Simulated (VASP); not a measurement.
# La (P6_3/mmc) in VASP: further runs

La is run at these levels: PBEsol; tasks: single point.

Everything below comes from runs of VASP 6.6.1. Logs are shortened: lines on timing, memory, paths and dates and some standing lists are left out, and cuts for length are marked.

### 1 The cell of the first run

It takes space group P6_3/mmc (No. 194, hexagonal). The conventional cell has a = 3.734 Å, b = 3.734 Å, c = 11.711 Å, α = 90.00°, β = 90.00°, γ = 120.00°. La (site symmetry -3m) has 12 La at 3.64 to 3.73 Å within 4.8 Å. La (site symmetry -6m2) has 12 La at 3.64 to 3.73 Å within 4.8 Å.

### 2 Single point, PBEsol

INCAR reads:

```
PREC     = Accurate       # precision mode
ENCUT    = 520            # plane-wave cutoff, eV
EDIFF    = 1E-6           # SCF threshold, eV
ISMEAR   = 0              # smearing method
SIGMA    = 0.15           # smearing width, eV
LREAL    = F              # projectors in reciprocal space
LASPH    = T              # aspherical terms in the spheres
NELM     = 100            # most SCF steps
ALGO     = Fast           # electronic algorithm
ISIF     = 2              # what is computed and relaxed
LWAVE    = F              # write WAVECAR
LCHARG   = F              # write CHGCAR
GGA      = PS             # functional
NBANDS   = 30             # bands
```

KPOINTS reads:

```
Automatic mesh
0
Gamma
  12 12 4
```

POSCAR reads:

```
La
1.0
    3.7345000000      0.0000000000      0.0000000000
   -1.8672500000      3.2341718704      0.0000000000
    0.0000000000      0.0000000000     11.7108379461
La
4
Direct
    0.0000000000      0.0000000000      0.0000000000
    0.0000000000      0.0000000000      0.5000000000
    0.3333333333      0.6666666667      0.2500000000
    0.6666666667      0.3333333333      0.7500000000
```

Potentials or basis: VASP PAW PBE potentials, release 64 (La).

Run with:

```console
cat potpaw_PBE.64/La/POTCAR > POTCAR
mpirun -np 1 vasp_std > vasp.out
```

OUTCAR:

```text
PREC = Accurate
   ENCUT = 520
   EDIFF = 1E-6
   ISMEAR = 0
   LREAL = F
   LASPH = T
   NELM = 100
   ISIF = 2
   GGA = PS

 ion  position               nearest neighbor table
   1  0.000  0.000  0.000-   3 3.64   4 3.64   3 3.64   4 3.64   4 3.64   3 3.64
   2  0.000  0.000  0.500-   3 3.64   4 3.64   3 3.64   4 3.64   4 3.64   3 3.64
   3  0.333  0.667  0.250-   1 3.64   2 3.64   1 3.64   2 3.64   1 3.64   2 3.64
   4  0.667  0.333  0.750-   1 3.64   2 3.64   1 3.64   2 3.64   1 3.64   2 3.64

  LATTYP: Found a hexagonal cell.
 ALAT       =     3.7345000000
 C/A-ratio  =     3.1358516391

  Lattice vectors:

 A1 = (   3.7345000000,   0.0000000000,   0.0000000000)
 A2 = (  -1.8672500000,   3.2341718704,   0.0000000000)
 A3 = (   0.0000000000,   0.0000000000,  11.7108379461)

Analysis of symmetry for initial positions (statically):
=====================================================================
 Subroutine PRICEL returns:
 Original cell was already a primitive cell.

 Routine SETGRP: Setting up the symmetry group for a
 hexagonal supercell.

 Subroutine GETGRP returns: Found 24 space group operations
 (whereof 12 operations were pure point group operations)
 out of a pool of 24 trial point group operations.

The static configuration has the point symmetry D_3d.
 The point group associated with its full space group is D_6h.

Analysis of symmetry for dynamics (positions and initial velocities):
=====================================================================
 Subroutine PRICEL returns:
 Original cell was already a primitive cell.

 Routine SETGRP: Setting up the symmetry group for a
 hexagonal supercell.

 Subroutine GETGRP returns: Found 24 space group operations
 (whereof 12 operations were pure point group operations)
 out of a pool of 24 trial point group operations.

The dynamic configuration has the point symmetry D_3d.
 The point group associated with its full space group is D_6h.

 Subroutine INISYM returns: Found 24 space group operations
 (whereof 12 operations are pure point group operations),
 and found     1 'primitive' translations

----------------------------------------------------------------------------------------

                                     Primitive cell

  volume of cell :     141.4437

  direct lattice vectors                    reciprocal lattice vectors
     3.734500000  0.000000000  0.000000000     0.267773464  0.154599081  0.000000000
    -1.867250000  3.234171870  0.000000000     0.000000000  0.309198163  0.000000000
     0.000000000  0.000000000 11.710837946     0.000000000  0.000000000  0.085390986

  length of vectors
     3.734500000  3.734500000 11.710837946     0.309198163  0.309198163  0.085390986

  position of ions in fractional coordinates (direct lattice)
     0.000000000  0.000000000  0.000000000
     0.000000000  0.000000000  0.500000000
     0.333333333  0.666666667  0.250000000
     0.666666667  0.333333333  0.750000000

  ion indices of the primitive-cell ions
   primitive index   ion index
                 1           1
                 2           2
                 3           3
                 4           4

----------------------------------------------------------------------------------------

 KPOINTS: Automatic mesh

Automatic generation of k-mesh.
 Grid dimensions read from file:
 generate k-points for:   12   12    4

 Generating k-lattice:

  Cartesian coordinates                     Fractional coordinates (reciprocal lattice)
     0.022314455  0.012883257  0.000000000     0.083333333 -0.000000000  0.000000000
     0.000000000  0.025766514  0.000000000     0.000000000  0.083333333  0.000000000
     0.000000000  0.000000000  0.021347747     0.000000000  0.000000000  0.250000000

  Length of vectors
     0.025766514  0.025766514  0.021347747

  Shift w.r.t. Gamma in fractional coordinates (k-lattice)
     0.000000000  0.000000000  0.000000000

 Subroutine IBZKPT returns following result:
 ===========================================

 Found     57 irreducible k-points:

 Following reciprocal coordinates:
            Coordinates               Weight
  0.000000  0.000000  0.000000      1.000000
  0.083333  0.000000  0.000000      6.000000
  0.166667  0.000000  0.000000      6.000000
  0.250000  0.000000  0.000000      6.000000
  0.333333  0.000000  0.000000      6.000000
  0.416667  0.000000  0.000000      6.000000
[... 16 lines left out ...]
  0.250000  0.000000  0.250000     12.000000
  0.333333  0.000000  0.250000     12.000000
 [... further k-points ...]
   k-points           NKPTS =     57   k-points in BZ     NKDIM =     57   number of bands    NBANDS=     30
   number of dos      NEDOS =    301   number of ions     NIONS =      4
   total plane-waves  NPLWV =  70560
   dimension x,y,z NGX =    28 NGY =   28 NGZ =   90
   dimension x,y,z NGXF=    56 NGYF=   56 NGZF=  180
   ions per type =               4
   NGX,Y,Z   is equivalent  to a cutoff of  12.46, 12.46, 12.78 a.u.
   NGXF,Y,Z  is equivalent  to a cutoff of  24.93, 24.93, 25.55 a.u.
 SYSTEM =  unknown system
   PREC   = accura    normal or accurate (medium, high low for compatibility)
   ISTART =      0    job   : 0-new  1-cont  2-samecut
   ICHARG =      2    charge: 1-file 2-atom 10-const
   ISPIN  =      1    spin polarized calculation?
   LNONCOLLINEAR =      F non collinear calculations
   LSORBIT =      F    spin-orbit coupling
   LASPH  =      T    aspherical Exc in radial PAW
   ENCUT  =  520.0 eV  38.22 Ry    6.18 a.u.   6.94  6.94 21.77*2*pi/ulx,y,z
   NELM   =    100;   NELMIN=  2; NELMDL= -5     # of ELM steps
   EDIFF  = 0.1E-05   stopping-criterion for ELM
   LREAL  =      F    real-space projection
   EDIFFG = 0.1E-04   stopping-criterion for IOM
   NSW    =      0    number of steps for IOM
   IBRION =     -1    ionic relax: 0-MD 1-quasi-New 2-CG
   NFREE  =      0    steps in history (QN), initial steepest desc. (CG)
   ISIF   =      2    stress and relaxation
   ISYM   =      2    0-nonsym 1-usesym 2-fastsym
   POTIM  = 0.5000    time-step for ionic-motion
   TEBEG  =    0.0;   TEEND  =   0.0 temperature during run
   PSTRESS=    0.0 pullay stress
   NELECT =      44.0000    total number of electrons
   NUPDOWN=      -1.0000    fix difference up-down
   EMIN   =  10.00;   EMAX   =-10.00  energy-range for DOS
   EFERMI =   0.00;   METHOD = LEGACY
   ISMEAR =     0;   SIGMA  =   0.15  broadening in eV -4-tet -1-fermi 0-gaus
   EFERMI_NEDOS =   21; number of points for ismear=-14 and -15
   IALGO  =     68    algorithm
   IMIX   =      4    mixing-type and parameters
     AMIX     =   0.40;   BMIX     =  1.00
     AMIX_MAG =   1.60;   BMIX_MAG =  1.00
  volume/ion in A,a.u.               =      35.36       238.63
  Fermi-wavevector in a.u.,A,eV,Ry     =   1.109255  2.096187 16.741229  1.230446
  Thomas-Fermi vector in A             =   2.245792
   LORBIT       =      0    0 simple, 1 ext, 2 COOP (PROOUT), +10 PAW based schemes
   GGA     = PS    functional components
   LHFCALC =     F    Hartree Fock is set to
   AEXX    =    0.0000 exact exchange contribution
   IVDW    =     0    specifies the selected vdW correction
   LEPSILON=     F    determine dielectric tensor
   LRPA    =     F    only Hartree local field effects (RPA)
 non-spin polarized calculation
 RMM-DIIS sequential band-by-band and
 Gauss-broadening in eV      SIGMA  =   0.15
  energy-cutoff  :      520.00
  volume of cell :      141.44
 maximum number of plane-waves:      3830
 NGX is ok and might be reduce to    28
   NGX = 13   NGY = 13   NGZ = 43

 number of electron      44.0000004 magnetization

 Free energy of the ion-electron system (eV)
  ---------------------------------------------------
  ext. energy  EPLUGINS =         0.00000000
  ---------------------------------------------------
  free energy    TOTEN  =       -21.39753244 eV

  energy without entropy =      -21.32591192  energy(sigma->0) =      -21.36172218

 E-fermi :   8.2212     XC(G=0):  -9.8850

 val. band max:        8.2171099378   @ k =   0.4167   0.1667   0.0000
 cond. band min:       8.2249338472   @ k =   0.3333   0.3333   0.0000
 fundamental gap:      0.0078239094
 Fermi energy:         8.2211785561

 k-point     1 :       0.0000    0.0000    0.0000
  band No.  band energies     occupation
      1     -24.5801      2.00000
      2     -24.4488      2.00000
      3     -24.4402      2.00000
      4     -24.3030      2.00000
      5      -9.0733      2.00000
      6      -8.2753      2.00000
[... 22 lines left out ...]
     29       9.7101      0.00000
     30      10.0492      0.00000

 k-point     2 :       0.0833    0.0000    0.0000
  band No.  band energies     occupation
      1     -24.5672      2.00000
      2     -24.4397      2.00000
      3     -24.4311      2.00000
      4     -24.2981      2.00000
      5      -9.0401      2.00000
      6      -8.2918      2.00000
[... 22 lines left out ...]
     29       9.8304      0.00000
     30      10.0308      0.00000

 k-point     3 :       0.1667    0.0000    0.0000
  band No.  band energies     occupation
      1     -24.5310      2.00000
      2     -24.4148      2.00000
      3     -24.4061      2.00000
      4     -24.2853      2.00000
      5      -8.9449      2.00000
      6      -8.3606      2.00000
[... 22 lines left out ...]
     29       9.8360      0.00000
     30       9.8998      0.00000

 k-point     4 :       0.2500    0.0000    0.0000
  band No.  band energies     occupation
      1     -24.4787      2.00000
      2     -24.3804      2.00000
      3     -24.3716      2.00000
      4     -24.2702      2.00000
      5      -8.8063      2.00000
      6      -8.5316      2.00000
[... 22 lines left out ...]
     29       9.6930      0.00000
     30       9.9399      0.00000

 k-point     5 :       0.3333    0.0000    0.0000
  band No.  band energies     occupation
      1     -24.4212      2.00000
      2     -24.3456      2.00000
      3     -24.3367      2.00000
      4     -24.2595      2.00000
      5      -8.7697      2.00000
      6      -8.7510      2.00000
[... 22 lines left out ...]
     29       9.9131      0.00000
     30       9.9723      0.00000
[... 526 lines left out ...]
     29       9.7521      0.00000
     30       9.8369      0.00000

 k-point    22 :       0.1667    0.0000    0.2500
  band No.  band energies     occupation
      1     -24.5220      2.00000
      2     -24.4573      2.00000
      3     -24.3630      2.00000
      4     -24.2950      2.00000
      5      -8.9013      2.00000
      6      -8.5864      2.00000
[... 22 lines left out ...]
     29       9.8159      0.00000
     30      10.0307      0.00000

 k-point    23 :       0.2500    0.0000    0.2500
  band No.  band energies     occupation
      1     -24.4710      2.00000
      2     -24.4159      2.00000
      3     -24.3357      2.00000
      4     -24.2783      2.00000
      5      -8.7872      2.00000
      6      -8.6345      2.00000
[... 22 lines left out ...]
     29       9.8579      0.00000
     30       9.9570      0.00000

 k-point    24 :       0.3333    0.0000    0.2500
  band No.  band energies     occupation
      1     -24.4152      2.00000
      2     -24.3722      2.00000
      3     -24.3098      2.00000
      4     -24.2657      2.00000
      5      -8.7898      2.00000
      6      -8.6783      2.00000
[... 22 lines left out ...]
     29       9.8560      0.00000
     30       9.9512      0.00000

 [... further k-points ...]

------------------------ aborting loop because EDIFF is reached ----------------------------------------

  FORCE on cell =-STRESS in cart. coord.  units (eV):
  Direction    XX          YY          ZZ          XY          YZ          ZX
  --------------------------------------------------------------------------------------
  -------------------------------------------------------------------------------------
  Total       -1.1738512     -1.1738512     -0.0773314      0.0000000      0.0000000     -0.0000000
  in kB      -13.2965849    -13.2965849     -0.8759574      0.0000000      0.0000000     -0.0000000
  external PRESSURE =      -9.1563757 kB  Pullay stress =       0.0000000 kB

 VOLUME and BASIS-vectors are now :
 -----------------------------------------------------------------------------
  energy-cutoff  :      520.00
  volume of cell :      141.44
      direct lattice vectors                 reciprocal lattice vectors
     3.734500000  0.000000000  0.000000000     0.267773464  0.154599081  0.000000000
    -1.867250000  3.234171870  0.000000000     0.000000000  0.309198163  0.000000000
     0.000000000  0.000000000 11.710837946     0.000000000  0.000000000  0.085390986

 POSITION                                       TOTAL-FORCE (eV/Angst)
 -----------------------------------------------------------------------------------
      0.00000      0.00000      0.00000         0.000000      0.000000     -0.000000
      0.00000      0.00000      5.85542         0.000000      0.000000     -0.000000
     -0.00000      2.15611      2.92771        -0.000000      0.000000     -0.000000
      1.86725      1.07806      8.78313         0.000000     -0.000000      0.000000
 -----------------------------------------------------------------------------------
    total drift:                                0.000000     -0.000000      0.000000

  FREE ENERGIE OF THE ION-ELECTRON SYSTEM (eV)
  ---------------------------------------------------
  free  energy   TOTEN  =       -21.3975324421 eV

  energy  without entropy=      -21.3259119156  energy(sigma->0) =      -21.36172218
```

Wall time 15 min (1 thread of Intel Xeon 6975P-C (Granite Rapids), shared host); peak memory 0.39 GiB.

What came out:

| Item | Value |
| --- | --- |
| Free energy | -21.3975 eV |
| Pressure | -0.9 GPa |
| Band gap on the k mesh | zero (bands 22 and 23 overlap by 1.20 eV) |

Levels at points of the mesh, in eV from the Fermi level:
```csv
k point,band 19,band 20,band 21,band 22,band 23,band 24,band 25,band 26
"(0.00, 0.00, 0.00)",-1.84,-1.83,0.57,0.73,1.16,1.17,1.26,1.36
"(0.50, 0.00, 0.00)",-1.66,-1.11,-0.66,-0.24,-0.14,0.51,1.02,1.04
"(0.00, 0.00, 0.50)",-1.76,-1.76,0.85,0.85,1.25,1.25,1.29,1.33
"(0.50, 0.00, 0.50)",-1.44,-1.44,-1.13,-1.13,0.75,0.75,1.33,1.33
```

Caveat: the PAW data sets were made with another functional, which shifts forces and pressure a little; spin-orbit coupling is left out, which moves the levels of the heavy elements.

### 3 Single point, PBEsol

This run uses another cell than the first one, of 35.50 Å³/atom.

INCAR reads:

```
  ALGO = Fast
  EDIFF = 1E-6
  ENCUT = 520
  GGA = PS
  ISIF = 2
  ISMEAR = 0
  LASPH = T
  LCHARG = F
  LREAL = F
  LWAVE = F
  NBANDS = 30
  NELM = 80
  PREC = Accurate
  SIGMA = 0.15
```

KPOINTS reads:

```
k-points
0
Gamma
  12 12 4
```

POSCAR reads:

```
La
1.0
    3.6979000000      0.0000000000      0.0000000000
   -1.8489500000      3.2024753407      0.0000000000
    0.0000000000      0.0000000000     11.9919000000
La
4
Direct
    0.0000000000      0.0000000000      0.0000000000
    0.0000000000      0.0000000000      0.5000000000
    0.3333333333      0.6666666667      0.2500000000
    0.6666666667      0.3333333333      0.7500000000
```

Potentials or basis: VASP PAW PBE potentials, release 64 (La).

Run with:

```console
cat potpaw_PBE.64/La/POTCAR > POTCAR
mpirun -np 1 vasp_std > vasp.out
```

Wall time 15 min (1 thread of Intel Xeon 6975P-C (Granite Rapids), shared host); peak memory 0.4 GiB.

Results (log left out):

* Free energy: -21.4020 eV
* Pressure: -1.0 GPa
* Band gap on the k mesh: zero (bands 22 and 23 overlap by 1.20 eV)

Stress tensor (GPa, compression positive):
```
-0.89  0.00  0.00
 0.00 -0.89  0.00
 0.00  0.00 -1.33
```

Levels at points of the mesh, in eV from the Fermi level:
```tsv
k point	band 18	band 19	band 20	band 21	band 22	band 23	band 24	band 25	band 26	band 27
(0.00, 0.00, 0.00)	-1.89	-1.88	-1.84	0.52	0.65	1.26	1.27	1.28	1.36	1.37
(0.50, 0.00, 0.00)	-1.94	-1.65	-1.16	-0.75	-0.32	-0.24	0.42	1.02	1.23	1.53
(0.00, 0.00, 0.50)	-2.75	-1.75	-1.75	0.77	0.77	1.32	1.32	1.35	1.37	1.38
(0.50, 0.00, 0.50)	-1.75	-1.47	-1.47	-1.17	-1.17	0.61	0.61	1.34	1.34	1.48
```

Caveat: the PAW data sets were made with another functional, which shifts forces and pressure a little; spin-orbit coupling is left out, which moves the levels of the heavy elements.
